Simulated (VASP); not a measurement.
# SrTiO3 (P4mm) in VASP: further runs

Runs on SrTiO3. Level: PBEsol. Tasks: single point.

Everything below comes from runs of VASP 6.6.1. Logs are shortened: lines on timing, memory, paths and dates and some standing lists are left out, and cuts for length are marked.

## 1. The cell of the first run

It takes space group P4mm (No. 99, tetragonal). The conventional cell has a = 3.891 Å, b = 3.891 Å, c = 3.891 Å, α = 90.00°, β = 90.00°, γ = 90.00°. Within 3.7 Å of Sr (site symmetry 4mm) lie 12 O at 2.67 to 2.83 Å and 8 Ti at 3.15 to 3.62 Å. Within 2.3 Å of Ti (site symmetry 4mm) lie 6 O at 1.63 to 2.26 Å. Within 2.3 Å of O (site symmetry 4mm) lie 2 Ti at 1.63 to 2.26 Å. O (site symmetry 2mm) has 2 Ti at 1.97 Å and 4 Sr at 2.67 to 2.83 Å and 8 O at 2.74 to 2.76 Å within 2.9 Å.

## 2. Single point, PBEsol (atoms displaced along several vibrational modes)

Contents of INCAR:

```
ALGO     = Normal         # electronic algorithm
EDIFF    = 1E-7           # SCF threshold, eV
ENCUT    = 520            # plane-wave cutoff, eV
GGA      = PS             # functional
ISIF     = 2              # what is computed and relaxed
ISMEAR   = 0              # smearing method
LASPH    = T              # aspherical terms in the spheres
LCHARG   = F              # write CHGCAR
LREAL    = F              # projectors in reciprocal space
LWAVE    = F              # write WAVECAR
NBANDS   = 28             # bands
NELM     = 80             # most SCF steps
PREC     = Accurate       # precision mode
SIGMA    = 0.05           # smearing width, eV
```

Contents of KPOINTS:

```
k-points
0
Gamma
  8 8 8
```

Contents of POSCAR:

```
SrTiO3
1.0
    3.8913815400      0.0000000000      0.0000000000
    0.0000000000      3.8913815400      0.0000000000
    0.0000000000      0.0000000000      3.8913815400
Sr Ti O
1 1 3
Direct
   -0.0347477560      0.0000000000      0.0000000000
    0.5709799619      0.5000000000      0.5000000000
   -0.0101993054      0.5000000000      0.5000000000
    0.4940677302      0.0000000000      0.5000000000
    0.4940677302      0.5000000000      0.0000000000
```

Potentials or basis: VASP PAW PBE potentials, release 64 (Sr_sv, Ti_sv, O).

Command:

```sh
$ cat potpaw_PBE.64/Sr_sv/POTCAR potpaw_PBE.64/Ti_sv/POTCAR potpaw_PBE.64/O/POTCAR > POTCAR
$ mpirun -np 1 vasp_std > vasp.out
```

OUTCAR:

```text
EDIFF = 1E-7
   ENCUT = 520
   GGA = PS
   ISIF = 2
   ISMEAR = 0
   LASPH = T
   LREAL = F
   NELM = 80
   PREC = Accurate

 ion  position               nearest neighbor table
   1  0.965  0.000  0.000-   4 2.67   5 2.67   4 2.67   5 2.67   3 2.75   3 2.75   3 2.75   3 2.75
                             4 2.83   5 2.83   4 2.83   5 2.83   2 3.15   2 3.15   2 3.15   2 3.15
   2  0.571  0.500  0.500-   3 1.63   4 1.97   5 1.97   5 1.97   4 1.97   3 2.26   1 3.15   1 3.15
                             1 3.15   1 3.15   1 3.62   1 3.62   1 3.62   1 3.62
   3  0.990  0.500  0.500-   2 1.63   2 2.26   1 2.75   1 2.75   1 2.75   1 2.75
   4  0.494  0.000  0.500-   2 1.97   2 1.97   1 2.67   1 2.67   1 2.83   1 2.83
   5  0.494  0.500  0.000-   2 1.97   2 1.97   1 2.67   1 2.67   1 2.83   1 2.83

  LATTYP: Found a simple cubic cell.
 ALAT       =     3.8913815400

  Lattice vectors:

 A1 = (   3.8913815400,   0.0000000000,   0.0000000000)
 A2 = (   0.0000000000,   3.8913815400,   0.0000000000)
 A3 = (   0.0000000000,   0.0000000000,   3.8913815400)

Analysis of symmetry for initial positions (statically):
=====================================================================
 Subroutine PRICEL returns:
 Original cell was already a primitive cell.

 Routine SETGRP: Setting up the symmetry group for a
 simple cubic supercell.

 Subroutine GETGRP returns: Found  8 space group operations
 (whereof  8 operations were pure point group operations)
 out of a pool of 48 trial point group operations.

The static configuration has the point symmetry C_4v.

Analysis of symmetry for dynamics (positions and initial velocities):
=====================================================================
 Subroutine PRICEL returns:
 Original cell was already a primitive cell.

 Routine SETGRP: Setting up the symmetry group for a
 simple cubic supercell.

 Subroutine GETGRP returns: Found  8 space group operations
 (whereof  8 operations were pure point group operations)
 out of a pool of 48 trial point group operations.

The dynamic configuration has the point symmetry C_4v.

 Subroutine INISYM returns: Found  8 space group operations
 (whereof  8 operations are pure point group operations),
 and found     1 'primitive' translations

----------------------------------------------------------------------------------------

                                     Primitive cell

  volume of cell :      58.9266

  direct lattice vectors                    reciprocal lattice vectors
     3.891381540  0.000000000  0.000000000     0.256978143  0.000000000  0.000000000
     0.000000000  3.891381540  0.000000000     0.000000000  0.256978143  0.000000000
     0.000000000  0.000000000  3.891381540     0.000000000  0.000000000  0.256978143

  length of vectors
     3.891381540  3.891381540  3.891381540     0.256978143  0.256978143  0.256978143

  position of ions in fractional coordinates (direct lattice)
     0.965252244  0.000000000  0.000000000
     0.570979962  0.500000000  0.500000000
     0.989800695  0.500000000  0.500000000
     0.494067730  0.000000000  0.500000000
     0.494067730  0.500000000  0.000000000

  ion indices of the primitive-cell ions
   primitive index   ion index
                 1           1
                 2           2
                 3           3
                 4           4
                 5           5

----------------------------------------------------------------------------------------

 KPOINTS: k-points

Automatic generation of k-mesh.
 Grid dimensions read from file:
 generate k-points for:    8    8    8

 Generating k-lattice:

  Cartesian coordinates                     Fractional coordinates (reciprocal lattice)
     0.032122268  0.000000000  0.000000000     0.125000000  0.000000000  0.000000000
     0.000000000  0.032122268  0.000000000     0.000000000  0.125000000  0.000000000
     0.000000000  0.000000000  0.032122268     0.000000000  0.000000000  0.125000000

  Length of vectors
     0.032122268  0.032122268  0.032122268

  Shift w.r.t. Gamma in fractional coordinates (k-lattice)
     0.000000000  0.000000000  0.000000000

 Subroutine IBZKPT returns following result:
 ===========================================

 Found     75 irreducible k-points:

 Following reciprocal coordinates:
            Coordinates               Weight
  0.000000  0.000000  0.000000      1.000000
  0.125000  0.000000  0.000000      2.000000
  0.000000  0.125000  0.000000      4.000000
  0.250000  0.000000  0.000000      2.000000
  0.000000  0.250000  0.000000      4.000000
  0.375000  0.000000  0.000000      2.000000
[... 16 lines left out ...]
  0.375000  0.250000  0.000000      8.000000
  0.000000  0.375000  0.250000      8.000000
 [... further k-points ...]
   k-points           NKPTS =     75   k-points in BZ     NKDIM =     75   number of bands    NBANDS=     28
   number of dos      NEDOS =    301   number of ions     NIONS =      5
   total plane-waves  NPLWV =  27000
   dimension x,y,z NGX =    30 NGY =   30 NGZ =   30
   dimension x,y,z NGXF=    60 NGYF=   60 NGZF=   60
   ions per type =               1   1   3
   NGX,Y,Z   is equivalent  to a cutoff of  12.82, 12.82, 12.82 a.u.
   NGXF,Y,Z  is equivalent  to a cutoff of  25.63, 25.63, 25.63 a.u.
 SYSTEM =  unknown system
   PREC   = accura    normal or accurate (medium, high low for compatibility)
   ISTART =      0    job   : 0-new  1-cont  2-samecut
   ICHARG =      2    charge: 1-file 2-atom 10-const
   ISPIN  =      1    spin polarized calculation?
   LNONCOLLINEAR =      F non collinear calculations
   LSORBIT =      F    spin-orbit coupling
   LASPH  =      T    aspherical Exc in radial PAW
   ENCUT  =  520.0 eV  38.22 Ry    6.18 a.u.   7.24  7.24  7.24*2*pi/ulx,y,z
   NELM   =     80;   NELMIN=  2; NELMDL= -5     # of ELM steps
   EDIFF  = 0.1E-06   stopping-criterion for ELM
   LREAL  =      F    real-space projection
   EDIFFG = 0.1E-05   stopping-criterion for IOM
   NSW    =      0    number of steps for IOM
   IBRION =     -1    ionic relax: 0-MD 1-quasi-New 2-CG
   NFREE  =      0    steps in history (QN), initial steepest desc. (CG)
   ISIF   =      2    stress and relaxation
   ISYM   =      2    0-nonsym 1-usesym 2-fastsym
   POTIM  = 0.5000    time-step for ionic-motion
   TEBEG  =    0.0;   TEEND  =   0.0 temperature during run
   PSTRESS=    0.0 pullay stress
   NELECT =      40.0000    total number of electrons
   NUPDOWN=      -1.0000    fix difference up-down
   EMIN   =  10.00;   EMAX   =-10.00  energy-range for DOS
   EFERMI =   0.00;   METHOD = LEGACY
   ISMEAR =     0;   SIGMA  =   0.05  broadening in eV -4-tet -1-fermi 0-gaus
   EFERMI_NEDOS =   21; number of points for ismear=-14 and -15
   IALGO  =     38    algorithm
   IMIX   =      4    mixing-type and parameters
     AMIX     =   0.40;   BMIX     =  1.00
     AMIX_MAG =   1.60;   BMIX_MAG =  1.00
  volume/ion in A,a.u.               =      11.79        79.53
  Fermi-wavevector in a.u.,A,eV,Ry     =   1.438769  2.718879 28.164817  2.070056
  Thomas-Fermi vector in A             =   2.557699
   LORBIT       =      0    0 simple, 1 ext, 2 COOP (PROOUT), +10 PAW based schemes
   GGA     = PS    functional components
   LHFCALC =     F    Hartree Fock is set to
   AEXX    =    0.0000 exact exchange contribution
   IVDW    =     0    specifies the selected vdW correction
   LEPSILON=     F    determine dielectric tensor
   LRPA    =     F    only Hartree local field effects (RPA)
 non-spin polarized calculation
 Gauss-broadening in eV      SIGMA  =   0.05
  energy-cutoff  :      520.00
  volume of cell :       58.93
 maximum number of plane-waves:      1622
 NGX is ok and might be reduce to    30
   NGX = 15   NGY = 15   NGZ = 15

 number of electron      40.0000008 magnetization

 Free energy of the ion-electron system (eV)
  ---------------------------------------------------
  ext. energy  EPLUGINS =         0.00000000
  ---------------------------------------------------
  free energy    TOTEN  =       -41.32040509 eV

  energy without entropy =      -41.32040509  energy(sigma->0) =      -41.32040509

 E-fermi :   4.5785     XC(G=0): -11.5561

 val. band max:        4.3159690421   @ k =   0.5000   0.5000   0.5000
 cond. band min:       6.1848465542   @ k =   0.0000   0.0000   0.0000
 fundamental gap:      1.8688775121
 Fermi energy:         4.5785443162

 k-point     1 :       0.0000    0.0000    0.0000
  band No.  band energies     occupation
      1     -51.5627      2.00000
      2     -28.6552      2.00000
      3     -28.3595      2.00000
      4     -27.8952      2.00000
      5     -27.8952      2.00000
      6     -13.3276      2.00000
[... 20 lines left out ...]
     27       9.8787      0.00000
     28      10.4447      0.00000

 k-point     2 :       0.1250    0.0000    0.0000
  band No.  band energies     occupation
      1     -51.5624      2.00000
      2     -28.6599      2.00000
      3     -28.3628      2.00000
      4     -27.8947      2.00000
      5     -27.8947      2.00000
      6     -13.2840      2.00000
[... 20 lines left out ...]
     27      10.1697      0.00000
     28      10.9178      0.00000

 k-point     3 :       0.0000    0.1250    0.0000
  band No.  band energies     occupation
      1     -51.5624      2.00000
      2     -28.6528      2.00000
      3     -28.3627      2.00000
      4     -27.9014      2.00000
      5     -27.8947      2.00000
      6     -13.3598      2.00000
[... 20 lines left out ...]
     27      10.1363      0.00000
     28      10.6420      0.00000

 k-point     4 :       0.2500    0.0000    0.0000
  band No.  band energies     occupation
      1     -51.5618      2.00000
      2     -28.6725      2.00000
      3     -28.3691      2.00000
      4     -27.8934      2.00000
      5     -27.8934      2.00000
      6     -13.2475      2.00000
[... 578 lines left out ...]
     27      11.1739      0.00000
     28      11.9049      0.00000

 k-point    23 :       0.3750    0.2500    0.0000
  band No.  band energies     occupation
      1     -51.5603      2.00000
      2     -28.6522      2.00000
      3     -28.4054      2.00000
      4     -27.9216      2.00000
      5     -27.8905      2.00000
      6     -13.0563      2.00000
[... 20 lines left out ...]
     27      12.1413      0.00000
     28      12.7017      0.00000

 k-point    24 :       0.0000    0.3750    0.2500
  band No.  band energies     occupation
      1     -51.5603      2.00000
      2     -28.6189      2.00000
      3     -28.3770      2.00000
      4     -27.9462      2.00000
      5     -27.9262      2.00000
      6     -13.3466      2.00000
[... 20 lines left out ...]
     27      11.9276      0.00000
     28      12.2252      0.00000

 [... further k-points ...]

------------------------ aborting loop because EDIFF is reached ----------------------------------------

  FORCE on cell =-STRESS in cart. coord.  units (eV):
  Direction    XX          YY          ZZ          XY          YZ          ZX
  --------------------------------------------------------------------------------------
  -------------------------------------------------------------------------------------
  Total        8.5716007      1.1493973      1.1493973      0.0000000      0.0000000      0.0000000
  in kB      233.0564210     31.2513875     31.2513875      0.0000000      0.0000000      0.0000000
  external PRESSURE =      98.5197320 kB  Pullay stress =       0.0000000 kB

 VOLUME and BASIS-vectors are now :
 -----------------------------------------------------------------------------
  energy-cutoff  :      520.00
  volume of cell :       58.93
      direct lattice vectors                 reciprocal lattice vectors
     3.891381540  0.000000000  0.000000000     0.256978143  0.000000000  0.000000000
     0.000000000  3.891381540  0.000000000     0.000000000  0.256978143  0.000000000
     0.000000000  0.000000000  3.891381540     0.000000000  0.000000000  0.256978143

 POSITION                                       TOTAL-FORCE (eV/Angst)
 -----------------------------------------------------------------------------------
      3.75616      0.00000      0.00000         1.257700      0.000000      0.000000
      2.22190      1.94569      1.94569        -6.622410      0.000000     -0.000000
      3.85169      1.94569      1.94569         4.652977      0.000000     -0.000000
      1.92261      0.00000      1.94569         0.355866      0.000000      0.000000
      1.92261      1.94569      0.00000         0.355866     -0.000000     -0.000000
 -----------------------------------------------------------------------------------
    total drift:                               -0.000157     -0.000000      0.000002

  FREE ENERGIE OF THE ION-ELECTRON SYSTEM (eV)
  ---------------------------------------------------
  free  energy   TOTEN  =       -41.3204050943 eV

  energy  without entropy=      -41.3204050943  energy(sigma->0) =      -41.32040509
```

Wall time 67 s (1 thread of Intel Xeon 6975P-C (Granite Rapids), shared host); peak memory 0.25 GiB.

Results:

| Item | Value |
| --- | --- |
| Free energy | -41.3204 eV |
| Pressure | 9.9 GPa |
| Largest force | 6.622 eV/Å |
| Band gap on the k mesh | 1.87 eV (least direct gap 2.58 eV) |

Forces in eV/Å, atoms in the order of the input:
```
Sr   1.258  0.000  0.000
Ti  -6.622  0.000  0.000
O    4.653  0.000  0.000
O    0.356  0.000  0.000
O    0.356  0.000  0.000
```

Caveat: the cell differs from its parent crystal (atoms displaced along several vibrational modes); the stress differs along the axes, from 3 to 23 GPa; the PAW data sets were made with another functional, which shifts forces and pressure a little.

(Continued in part 2 of 2.)
